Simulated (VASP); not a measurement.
# Cu (P6_3/mmc) in VASP: a series of runs

Cu is run at these levels: PBE; tasks: single point.

All numbers are computed with VASP 6.6.1; they aren't measurements. Logs are shortened: lines on timing, memory, paths and dates and some standing lists are left out, and cuts for length are marked.

## Step 1: The cell of the first run

Symmetry: P6_3/mmc, No. 194, hexagonal system. Conventional cell: a = 2.568 Å, b = 2.568 Å, c = 4.194 Å, α = 90.00°, β = 90.00°, γ = 120.00°. Within 3.4 Å of Cu (site symmetry -6m2) lie 12 Cu at 2.57 Å.

## Step 2: Single point, PBE

File INCAR:

```
  PREC = Accurate
  ENCUT = 520
  EDIFF = 1E-6
  ISMEAR = 0
  SIGMA = 0.15
  LREAL = F
  LASPH = T
  NELM = 100
  ALGO = Normal
  ISIF = 2
  LWAVE = F
  LCHARG = T
  GGA = PE
  LELF = T
  LVHAR = T
  NBANDS = 42
```

File KPOINTS:

```
regular mesh
0
Gamma
  26 26 5
```

File POSCAR:

```
Cu
1.0
   -2.5680103729      0.0000000000      0.0000000000
   -1.2840051864     -2.2239622201      0.0000000000
    0.0000000000      0.0000000000     12.5805844728
Cu
6
Direct
    0.3333333333      0.3333333333      0.0833333333
    0.3333333333      0.3333333333      0.4166666667
    0.3333333333      0.3333333333      0.7500000000
    0.6666666667      0.6666666667      0.2500000000
    0.6666666667      0.6666666667      0.5833333333
    0.6666666667      0.6666666667      0.9166666667
```

Potentials or basis: VASP PAW PBE potentials, release 64 (Cu).

Launch:

```console
> cat potpaw_PBE.64/Cu/POTCAR > POTCAR
> mpirun -np 1 vasp_std > vasp.out
```

OUTCAR:

```text
PREC = Accurate
   ENCUT = 520
   EDIFF = 1E-6
   ISMEAR = 0
   LREAL = F
   LASPH = T
   NELM = 100
   ISIF = 2
   GGA = PE

 ion  position               nearest neighbor table
   1  0.333  0.333  0.083-   6 2.57   6 2.57   6 2.57   4 2.57   4 2.57   4 2.57
   2  0.333  0.333  0.417-   5 2.57   5 2.57   5 2.57   4 2.57   4 2.57   4 2.57
   3  0.333  0.333  0.750-   5 2.57   6 2.57   5 2.57   6 2.57   5 2.57   6 2.57
   4  0.667  0.667  0.250-   1 2.57   2 2.57   1 2.57   2 2.57   1 2.57   2 2.57
   5  0.667  0.667  0.583-   2 2.57   2 2.57   2 2.57   3 2.57   3 2.57   3 2.57
   6  0.667  0.667  0.917-   1 2.57   1 2.57   1 2.57   3 2.57   3 2.57   3 2.57

  LATTYP: Found a hexagonal cell.
 ALAT       =     2.5680103729
 C/A-ratio  =     4.8989617043

  Lattice vectors:

 A1 = (   1.2840051864,   2.2239622201,   0.0000000000)
 A2 = (  -2.5680103729,   0.0000000000,   0.0000000000)
 A3 = (   0.0000000000,   0.0000000000,  12.5805844728)

Analysis of symmetry for initial positions (statically):
=====================================================================
 Subroutine PRICEL returns following result:

  LATTYP: Found a hexagonal cell.
 ALAT       =     2.5680103729
 C/A-ratio  =     1.6329872351

  Lattice vectors:

 A1 = (   1.2840051864,   2.2239622201,   0.0000000000)
 A2 = (  -2.5680103729,   0.0000000000,   0.0000000000)
 A3 = (   0.0000000000,   0.0000000000,   4.1935281584)

   3 primitive cells build up your supercell.

 Routine SETGRP: Setting up the symmetry group for a
 hexagonal supercell.

 Subroutine GETGRP returns: Found 24 space group operations
 (whereof 12 operations were pure point group operations)
 out of a pool of 24 trial point group operations.

The static configuration has the point symmetry D_3d.
 The point group associated with its full space group is D_6h.

Analysis of symmetry for dynamics (positions and initial velocities):
=====================================================================
 Subroutine PRICEL returns following result:

  LATTYP: Found a hexagonal cell.
 ALAT       =     2.5680103729
 C/A-ratio  =     1.6329872351

  Lattice vectors:

 A1 = (   1.2840051864,   2.2239622201,   0.0000000000)
 A2 = (  -2.5680103729,   0.0000000000,   0.0000000000)
 A3 = (   0.0000000000,   0.0000000000,   4.1935281584)

   3 primitive cells build up your supercell.

 Routine SETGRP: Setting up the symmetry group for a
 hexagonal supercell.

 Subroutine GETGRP returns: Found 24 space group operations
 (whereof 12 operations were pure point group operations)
 out of a pool of 24 trial point group operations.

The dynamic configuration has the point symmetry D_3d.
 The point group associated with its full space group is D_6h.

 Subroutine INISYM returns: Found 24 space group operations
 (whereof 12 operations are pure point group operations),
 and found     3 'primitive' translations

----------------------------------------------------------------------------------------

                                     Primitive cell

  volume of cell :      23.9499

  direct lattice vectors                    reciprocal lattice vectors
     1.284005186  2.223962220  0.000000000     0.000000000  0.449647926  0.000000000
    -2.568010373  0.000000000  0.000000000    -0.389406527  0.224823963  0.000000000
     0.000000000  0.000000000  4.193528158     0.000000000  0.000000000  0.238462689

  length of vectors
     2.568010373  2.568010373  4.193528158     0.449647926  0.449647926  0.238462689

  position of ions in fractional coordinates (direct lattice)
     0.666666667  0.333333333  0.250000000
     0.333333333  0.666666667  0.750000000

  ion indices of the primitive-cell ions
   primitive index   ion index
                 1           1
                 2           6

----------------------------------------------------------------------------------------

 KPOINTS: regular mesh

Automatic generation of k-mesh.
 Grid dimensions read from file:
 generate k-points for:   26   26    5

 Generating k-lattice:

  Cartesian coordinates                     Fractional coordinates (reciprocal lattice)
    -0.014977174  0.008647076  0.000000000     0.038461538  0.000000000  0.000000000
     0.000000000 -0.017294151  0.000000000     0.000000000  0.038461538  0.000000000
     0.000000000  0.000000000  0.015897513     0.000000000  0.000000000  0.200000000

  Length of vectors
     0.017294151  0.017294151  0.015897513

  Shift w.r.t. Gamma in fractional coordinates (k-lattice)
     0.000000000  0.000000000  0.000000000

 Subroutine IBZKPT returns following result:
 ===========================================

 Found    210 irreducible k-points:

 Following reciprocal coordinates:
            Coordinates               Weight
  0.000000  0.000000  0.000000      1.000000
  0.038462  0.000000  0.000000      6.000000
  0.076923  0.000000  0.000000      6.000000
  0.115385  0.000000  0.000000      6.000000
  0.153846  0.000000  0.000000      6.000000
  0.192308  0.000000  0.000000      6.000000
[... 16 lines left out ...]
  0.384615  0.038462  0.000000     12.000000
  0.423077  0.038462  0.000000     12.000000
 [... further k-points ...]
   k-points           NKPTS =    210   k-points in BZ     NKDIM =    210   number of bands    NBANDS=     42
   number of dos      NEDOS =    301   number of ions     NIONS =      6
   total plane-waves  NPLWV =  38400
   dimension x,y,z NGX =    20 NGY =   20 NGZ =   96
   dimension x,y,z NGXF=    40 NGYF=   40 NGZF=  192
   ions per type =               6
   NGX,Y,Z   is equivalent  to a cutoff of  12.95, 12.95, 12.69 a.u.
   NGXF,Y,Z  is equivalent  to a cutoff of  25.89, 25.89, 25.37 a.u.
 SYSTEM =  unknown system
   PREC   = accura    normal or accurate (medium, high low for compatibility)
   ISTART =      0    job   : 0-new  1-cont  2-samecut
   ICHARG =      2    charge: 1-file 2-atom 10-const
   ISPIN  =      1    spin polarized calculation?
   LNONCOLLINEAR =      F non collinear calculations
   LSORBIT =      F    spin-orbit coupling
   LASPH  =      T    aspherical Exc in radial PAW
   ENCUT  =  520.0 eV  38.22 Ry    6.18 a.u.   4.77  4.77 23.39*2*pi/ulx,y,z
   NELM   =    100;   NELMIN=  2; NELMDL= -5     # of ELM steps
   EDIFF  = 0.1E-05   stopping-criterion for ELM
   LREAL  =      F    real-space projection
   EDIFFG = 0.1E-04   stopping-criterion for IOM
   NSW    =      0    number of steps for IOM
   IBRION =     -1    ionic relax: 0-MD 1-quasi-New 2-CG
   NFREE  =      0    steps in history (QN), initial steepest desc. (CG)
   ISIF   =      2    stress and relaxation
   ISYM   =      2    0-nonsym 1-usesym 2-fastsym
   POTIM  = 0.5000    time-step for ionic-motion
   TEBEG  =    0.0;   TEEND  =   0.0 temperature during run
   PSTRESS=    0.0 pullay stress
   NELECT =      66.0000    total number of electrons
   NUPDOWN=      -1.0000    fix difference up-down
   EMIN   =  10.00;   EMAX   =-10.00  energy-range for DOS
   EFERMI =   0.00;   METHOD = LEGACY
   ISMEAR =     0;   SIGMA  =   0.15  broadening in eV -4-tet -1-fermi 0-gaus
   EFERMI_NEDOS =   21; number of points for ismear=-14 and -15
   IALGO  =     38    algorithm
   IMIX   =      4    mixing-type and parameters
     AMIX     =   0.40;   BMIX     =  1.00
     AMIX_MAG =   1.60;   BMIX_MAG =  1.00
  volume/ion in A,a.u.               =      11.97        80.81
  Fermi-wavevector in a.u.,A,eV,Ry     =   1.591407  3.007322 34.457773  2.532575
  Thomas-Fermi vector in A             =   2.689952
   LORBIT       =      0    0 simple, 1 ext, 2 COOP (PROOUT), +10 PAW based schemes
   GGA     = PE    functional components
   LHFCALC =     F    Hartree Fock is set to
   AEXX    =    0.0000 exact exchange contribution
   IVDW    =     0    specifies the selected vdW correction
   LEPSILON=     F    determine dielectric tensor
   LRPA    =     F    only Hartree local field effects (RPA)
 non-spin polarized calculation
 Gauss-broadening in eV      SIGMA  =   0.15
  energy-cutoff  :      520.00
  volume of cell :       71.85
 maximum number of plane-waves:      1960
   NGX =  9   NGY =  9   NGZ = 47

 number of electron      66.0000023 magnetization

 Free energy of the ion-electron system (eV)
  ---------------------------------------------------
  ext. energy  EPLUGINS =         0.00000000
  ---------------------------------------------------
  free energy    TOTEN  =       -22.32996644 eV

  energy without entropy =      -22.30769381  energy(sigma->0) =      -22.31883012

 E-fermi :   7.3907     XC(G=0): -12.6452

 val. band max:        7.3807799436   @ k =   0.3077   0.0000   0.0000
 cond. band min:       7.4033387671   @ k =   0.5000   0.0000   0.2000
 fundamental gap:      0.0225588235
 Fermi energy:         7.3907384624

 k-point     1 :       0.0000    0.0000    0.0000
  band No.  band energies     occupation
      1      -1.8313      2.00000
      2      -0.8518      2.00000
      3      -0.8518      2.00000
      4       1.5095      2.00000
      5       1.5095      2.00000
      6       2.4145      2.00000
[... 34 lines left out ...]
     41      23.9195      0.00000
     42      28.6638      0.00000

 k-point     2 :       0.0385    0.0000    0.0000
  band No.  band energies     occupation
      1      -1.7838      2.00000
      2      -0.8063      2.00000
      3      -0.8063      2.00000
      4       1.5476      2.00000
      5       1.5476      2.00000
      6       2.4422      2.00000
[... 34 lines left out ...]
     41      23.9567      0.00000
     42      27.5905      0.00000

 k-point     3 :       0.0769    0.0000    0.0000
  band No.  band energies     occupation
      1      -1.6418      2.00000
      2      -0.6706      2.00000
      3      -0.6706      2.00000
      4       1.6599      2.00000
      5       1.6599      2.00000
      6       2.5231      2.00000
[... 34 lines left out ...]
     41      24.0646      0.00000
     42      25.7467      0.00000

 k-point     4 :       0.1154    0.0000    0.0000
  band No.  band energies     occupation
      1      -1.4073      2.00000
      2      -0.4477      2.00000
      3      -0.4477      2.00000
      4       1.8394      2.00000
      5       1.8394      2.00000
      6       2.6493      2.00000
[... 844 lines left out ...]
     41      17.5599      0.00000
     42      17.5599      0.00000

 k-point    23 :       0.3846    0.0385    0.0000
  band No.  band energies     occupation
      1       1.7745      2.00000
      2       2.1662      2.00000
      3       2.1662      2.00000
      4       2.9060      2.00000
      5       2.9060      2.00000
      6       3.1269      2.00000
[... 34 lines left out ...]
     41      16.4827      0.00000
     42      16.4827      0.00000

 k-point    24 :       0.4231    0.0385    0.0000
  band No.  band energies     occupation
      1       2.2188      2.00000
      2       2.3846      2.00000
      3       2.3846      2.00000
      4       2.8990      2.00000
      5       2.8990      2.00000
      6       3.0615      2.00000
[... 34 lines left out ...]
     41      15.2521      0.00000
     42      15.2521      0.00000

 [... further k-points ...]
[... 5 lines left out ...]
  --------------------------------------------------------------------------------------
  -------------------------------------------------------------------------------------
  Total        0.0801716      0.0801716      0.4312480     -0.0000000      0.0000000      0.0000000
  in kB        1.7877475      1.7877475      9.6164036     -0.0000000      0.0000000      0.0000000
  external PRESSURE =       4.3972996 kB  Pullay stress =       0.0000000 kB

 VOLUME and BASIS-vectors are now :
 -----------------------------------------------------------------------------
  energy-cutoff  :      520.00
  volume of cell :       71.85
      direct lattice vectors                 reciprocal lattice vectors
    -2.568010373  0.000000000  0.000000000    -0.389406527  0.224823963  0.000000000
    -1.284005186 -2.223962220  0.000000000     0.000000000 -0.449647926  0.000000000
     0.000000000  0.000000000 12.580584473     0.000000000  0.000000000  0.079487563

 POSITION                                       TOTAL-FORCE (eV/Angst)
 -----------------------------------------------------------------------------------
     -1.28401     -0.74132      1.04838         0.000000     -0.000000     -0.000000
     -1.28401     -0.74132      5.24191        -0.000000      0.000000     -0.000000
     -1.28401     -0.74132      9.43544        -0.000000      0.000000      0.000000
     -2.56801     -1.48264      3.14515        -0.000000     -0.000000     -0.000000
     -2.56801     -1.48264      7.33867         0.000000     -0.000000      0.000000
     -2.56801     -1.48264     11.53220         0.000000      0.000000      0.000000
 -----------------------------------------------------------------------------------
    total drift:                                0.000000     -0.000000     -0.000000

  FREE ENERGIE OF THE ION-ELECTRON SYSTEM (eV)
  ---------------------------------------------------
  free  energy   TOTEN  =       -22.3299664392 eV

  energy  without entropy=      -22.3076938075  energy(sigma->0) =      -22.31883012
```

Run time: 6.4 min. Hardware: 1 thread of Intel Xeon Platinum 8488C (Sapphire Rapids), shared host; peak memory 0.5 GiB.

Results:

* Free energy: -22.3300 eV
* Pressure: 0.4 GPa
* Band gap on the k mesh: zero (band 33 reaches 10.94 eV, above the bottom of band 34 at 5.66 eV)

Stress tensor (GPa, compression positive):
```
0.18 0.00 0.00
0.00 0.18 0.00
0.00 0.00 0.96
```

Levels at points of the mesh, in eV from the Fermi level:
| k point | band 31 | band 32 | band 33 | band 34 | band 35 | band 36 |
| --- | --- | --- | --- | --- | --- | --- |
| (0.00, 0.00, 0.00) | -1.77 | -1.77 | -1.77 | -1.69 | -1.69 | -0.94 |
| (0.50, 0.00, 0.00) | -0.08 | -0.08 | 0.03 | 1.18 | 1.18 | 1.55 |

## Step 3: Single point, PBE

This run uses another cell than the first one: it holds 2 atoms, not 6.

File INCAR:

```
SYSTEM = Cu
  ALGO = Normal
  EDIFF = 1E-6
  ENCUT = 520
  GGA = PE
  ISIF = 2
  ISMEAR = 0
  LASPH = .True.
  LCHARG = .True.
  LELF = .True.
  LREAL = .False.
  LVHAR = .True.
  LWAVE = .False.
  NBANDS = 18
  NELM = 100
  PREC = Accurate
  SIGMA = 0.1
```

File KPOINTS:

```
k-points
0
Gamma
  12 12 4
  0 0 0
```

File POSCAR:

```
Cu
1.0
    2.5340966698      0.0000000000      0.0000000000
   -1.2670483349      2.1945920917      0.0000000000
    0.0000000000      0.0000000000      4.1125710000
Cu
2
Direct
    0.3333333300      0.6666666700      0.2500000000
    0.6666666700      0.3333333300      0.7500000000
```

Potentials or basis: VASP PAW PBE potentials, release 64 (Cu).

Launch:

```console
> cat potpaw_PBE.64/Cu/POTCAR > POTCAR
> mpirun -np 1 vasp_std > vasp.out
```

Run time: 7.9 s. Hardware: 1 thread of Intel Xeon 6975P-C (Granite Rapids), shared host; peak memory 0.14 GiB.

Results (log left out):

| Item | Value |
| --- | --- |
| Free energy | -7.4009 eV |
| Pressure | 7.8 GPa |
| Band gap on the k mesh | zero (band 11 reaches 12.08 eV, above the bottom of band 12 at 5.97 eV) |

Stress tensor (GPa, compression positive):
```
7.71 0.00 0.00
0.00 7.71 0.00
0.00 0.00 7.92
```

Levels at points of the mesh, in eV from the Fermi level:
```tsv
k point	band 9	band 10	band 11	band 12	band 13	band 14
(0.00, 0.00, 0.00)	-2.44	-1.64	-1.64	-0.90	4.14	21.67
(0.50, 0.00, 0.00)	-1.49	-1.44	0.12	1.74	8.07	8.51
(0.00, 0.00, 0.50)	-1.87	-1.87	-1.87	-1.87	13.02	13.02
(0.50, 0.00, 0.50)	-1.48	-1.48	0.59	0.59	5.13	5.13
```

Caveat: the k points lie up to 0.38 Å⁻¹ apart.
